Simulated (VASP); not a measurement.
# O in VASP: a series of runs, part 2 of 2

VASP 6.6.1. Earlier steps stand in the parts before.

## Step 4: Single point, PBEsol

Input file INCAR:

```
SYSTEM = O
ALGO = Normal
EDIFF = 1E-6
ENCUT = 600
GGA = PS
GGA_COMPAT = .FALSE.
ISIF = 2
ISMEAR = -1
LASPH = .TRUE.
LCHARG = .FALSE.
LREAL = .FALSE.
LWAVE = .FALSE.
NBANDS = 13
NELM = 120
PREC = Accurate
SIGMA = 0.1
```

Input file KPOINTS:

```
k-points
0
G
  5 5 5
  0 0 0
```

Input file POSCAR:

```
O
1.0
    1.4233500000      0.8217720000      3.4083000000
   -1.4233500000      0.8217720000      3.4083000000
    0.0000000000     -1.6435430000      3.4083000000
O
2
Direct
    0.0577000000      0.0577000000      0.0577000000
    0.9423000000      0.9523000000      0.9423000000
```

Run with:

```sh
$ cat potpaw_PBE.64/O/POTCAR > POTCAR
$ mpirun -np 1 vasp_std > vasp.out
```

Run time: 8.1 s. Hardware: 1 thread of Intel Xeon 6975P-C (Granite Rapids), shared host; peak memory 0.16 GiB.

It converged, with:

* Free energy: -9.6612 eV
* Pressure: 16.1 GPa
* Largest force: 7.939 eV/Å
* Band gap on the k mesh: zero (band 6 reaches 1.46 eV, above the bottom of band 7 at 0.39 eV)

Forces in eV/Å, atoms in the order of the input:
```
O    0.048 -0.028  7.938
O   -0.048  0.028 -7.938
```

Stress tensor (GPa, compression positive):
```
-7.93  0.00  0.42
 0.00 -7.93 -0.24
 0.42 -0.24 64.06
```

Levels at points of the mesh, in eV from the Fermi level:
| k point | band 2 | band 3 | band 4 | band 5 | band 6 | band 7 | band 8 | band 9 | band 10 | band 11 |
| --- | --- | --- | --- | --- | --- | --- | --- | --- | --- | --- |
| (0.00, 0.00, 0.00) | -13.79 | -9.54 | -7.33 | -7.32 | 0.58 | 0.59 | 7.78 | 12.62 | 14.17 | 18.54 |

Caveat: the k points lie up to 0.52 Å⁻¹ apart; the standard files for N, O and F lose accuracy on very short bonds; spin is off for a triplet molecule; the PAW data sets were made with another functional, which shifts forces and pressure a little.

## Step 5: Single point, PBEsol

Input file INCAR:

```
PREC = Accurate
ENCUT = 600
EDIFF = 1E-6
ISMEAR = -1
SIGMA = 0.1
LREAL = False
LASPH = True
NELM = 120
ALGO = Normal
ISIF = 2
LWAVE = False
LCHARG = False
GGA = PS
NBANDS = 13
GGA_COMPAT = False
```

Input file KPOINTS:

```
Automatic mesh
0
Gamma
  5 5 5
```

Changes to POSCAR since step 4:

```diff
@@ -9,2 +9,2 @@
     0.0577000000      0.0577000000      0.0577000000
-    0.9423000000      0.9523000000      0.9423000000
+    0.9423000000      0.9573000000      0.9423000000
```

Potentials or basis: VASP PAW PBE potentials, release 64 (O).

Run with:

```sh
$ cat potpaw_PBE.64/O/POTCAR > POTCAR
$ mpirun -np 1 vasp_std > vasp.out
```

OUTCAR:

```text
PREC = Accurate
   ENCUT = 600
   EDIFF = 1E-6
   ISMEAR = -1
   LREAL = False
   LASPH = True
   NELM = 120
   ISIF = 2
   GGA = PS

 ion  position               nearest neighbor table
   1  0.058  0.058  0.058-   2 1.13
   2  0.942  0.957  0.942-   1 1.13

  LATTYP: Found a trigonal (rhomboedric) cell.
 ALAT       =     3.7838794025
 COS(alpha) =     0.7170048616

  Lattice vectors:

 A1 = (   1.4233500000,   0.8217720000,   3.4083000000)
 A2 = (  -1.4233500000,   0.8217720000,   3.4083000000)
 A3 = (   0.0000000000,  -1.6435430000,   3.4083000000)
[... 561 lines left out ...]
      8      11.3590      0.00000
      9      12.9003      0.00000
     10      13.9280      0.00000
     11      16.1013      0.00000
     12      20.5902      0.00000
     13      22.7774      0.00000

 [... further k-points ...]
[... 5 lines left out ...]
  --------------------------------------------------------------------------------------
  -------------------------------------------------------------------------------------
  Total       -1.1984699     -1.2006882     12.0832584     -0.0019206     -0.0814501      0.1410778
  in kB      -80.2760127    -80.4245974    809.3618173     -0.1286489     -5.4556989      9.4496829
  external PRESSURE =     216.2204024 kB  Pullay stress =       0.0000000 kB

 VOLUME and BASIS-vectors are now :
 -----------------------------------------------------------------------------
  energy-cutoff  :      600.00
  volume of cell :       23.92
      direct lattice vectors                 reciprocal lattice vectors
     1.423350000  0.821772000  3.408300000     0.351283943  0.202813839  0.097800448
    -1.423350000  0.821772000  3.408300000    -0.351283943  0.202813839  0.097800448
     0.000000000 -1.643543000  3.408300000     0.000000000 -0.405627678  0.097800507

 POSITION                                       TOTAL-FORCE (eV/Angst)
 -----------------------------------------------------------------------------------
      0.00000      0.00000      0.58998         0.116250     -0.067116     10.310050
     -0.02135      0.01233      9.68605        -0.116250      0.067116    -10.310050
 -----------------------------------------------------------------------------------
    total drift:                               -0.000005      0.000003     -0.000008

  FREE ENERGIE OF THE ION-ELECTRON SYSTEM (eV)
  ---------------------------------------------------
  free  energy   TOTEN  =        -9.5068808832 eV

  energy  without entropy=       -9.4326285062  energy(sigma->0) =       -9.46975469
```

OSZICAR:

```text
N       E                     dE             d eps       ncg     rms          rms(c)
DAV:   1     0.436347391790E+02    0.43635E+02   -0.67701E+03  1022   0.950E+02
DAV:   2    -0.819638107245E+01   -0.51831E+02   -0.49782E+02  1257   0.199E+02
DAV:   3    -0.986449505063E+01   -0.16681E+01   -0.16384E+01  1199   0.325E+01
DAV:   4    -0.986966684067E+01   -0.51718E-02   -0.51713E-02  1154   0.217E+00
DAV:   5    -0.986968596304E+01   -0.19122E-04   -0.19122E-04  1154   0.127E-01    0.467E+00
DAV:   6    -0.957707562404E+01    0.29261E+00   -0.23275E-01  1099   0.451E+00    0.245E+00
DAV:   7    -0.950488697058E+01    0.72189E-01   -0.21138E-01  1184   0.419E+00    0.495E-01
DAV:   8    -0.950682794233E+01   -0.19410E-02   -0.13698E-02  1029   0.995E-01    0.947E-02
DAV:   9    -0.950687167980E+01   -0.43737E-04   -0.25983E-04  1234   0.140E-01    0.292E-02
DAV:  10    -0.950687946133E+01   -0.77815E-05   -0.29607E-05  1014   0.556E-02    0.739E-03
DAV:  11    -0.950688092285E+01   -0.14615E-05   -0.71659E-06  1059   0.223E-02    0.256E-03
DAV:  12    -0.950688088325E+01    0.39602E-07   -0.30340E-07   647   0.488E-03
   1 F= -.95068809E+01 E0= -.94697547E+01  d E =-.742524E-01
```

Wall time 8 s (1 thread of Intel Xeon 6975P-C (Granite Rapids), shared host); peak memory 0.15 GiB.

Results:

```
Free energy            : -9.5069 eV
Pressure               : 21.6 GPa
Largest force          : 10.311 eV/Å
Band gap on the k mesh : zero (band 6 reaches 1.61 eV, above the bottom of band 7 at 0.53 eV)
```

Forces on the atoms (eV/Å):
```
O     0.116  -0.067  10.310
O    -0.116   0.067 -10.310
```

Caveat: the k points lie up to 0.52 Å⁻¹ apart; the standard files for N, O and F lose accuracy on very short bonds; spin is off for a triplet molecule; the PAW data sets were made with another functional, which shifts forces and pressure a little.

## Step 6: Single point, PBEsol

Input file INCAR:

```
SYSTEM = O
PREC     = Accurate       ! precision mode
ENCUT    = 600            ! plane-wave cutoff, eV
EDIFF    = 1E-6           ! SCF threshold, eV
ISMEAR   = -1             ! smearing method
SIGMA    = 0.1            ! smearing width, eV
LREAL    = .False.        ! projectors in reciprocal space
LASPH    = .True.         ! aspherical terms in the spheres
NELM     = 120            ! most SCF steps
ALGO     = Normal         ! electronic algorithm
ISIF     = 2              ! what is computed and relaxed
LWAVE    = .False.        ! write WAVECAR
LCHARG   = .False.        ! write CHGCAR
GGA      = PS             ! functional
NBANDS   = 13             ! bands
GGA_COMPAT= .False.
```

Input file KPOINTS:

```
regular mesh
0
Gamma
  5 5 5
  0 0 0
```

Changes to POSCAR since step 5:

```diff
@@ -9,2 +9,2 @@
     0.0577000000      0.0577000000      0.0577000000
-    0.9423000000      0.9573000000      0.9423000000
+    0.9423000000      0.9623000000      0.9423000000
```

Potentials or basis: VASP PAW PBE potentials, release 64 (O).

Run with:

```sh
$ cat potpaw_PBE.64/O/POTCAR > POTCAR
$ mpirun -np 1 vasp_std > vasp.out
```

Run time: 8.2 s. Hardware: 1 thread of Intel Xeon 6975P-C (Granite Rapids), shared host; peak memory 0.15 GiB.

The run converged. Its results:

- Free energy: -9.3106 eV
- Pressure: 27.7 GPa
- Largest force: 12.966 eV/Å
- Band gap on the k mesh: zero (band 6 reaches 1.76 eV, above the bottom of band 7 at 0.68 eV)

Forces on the atoms (eV/Å):
```
O     0.223  -0.129  12.964
O    -0.223   0.129 -12.964
```

Stress tensor (GPa, compression positive):
```
-8.12 -0.04  1.74
-0.04 -8.16 -1.01
 1.74 -1.01 99.35
```

Levels at points of the mesh, in eV from the Fermi level:
```
           k point  band 2  band 3  band 4  band 5  band 6  band 7  band 8  band 9  band 10  band 11
(0.00, 0.00, 0.00)  -13.85   -9.93   -8.10   -8.09    0.59    0.61    7.48   13.55    13.59    18.69
```

Caveat: the k points lie up to 0.52 Å⁻¹ apart; the standard files for N, O and F lose accuracy on very short bonds; spin is off for a triplet molecule; the PAW data sets were made with another functional, which shifts forces and pressure a little.
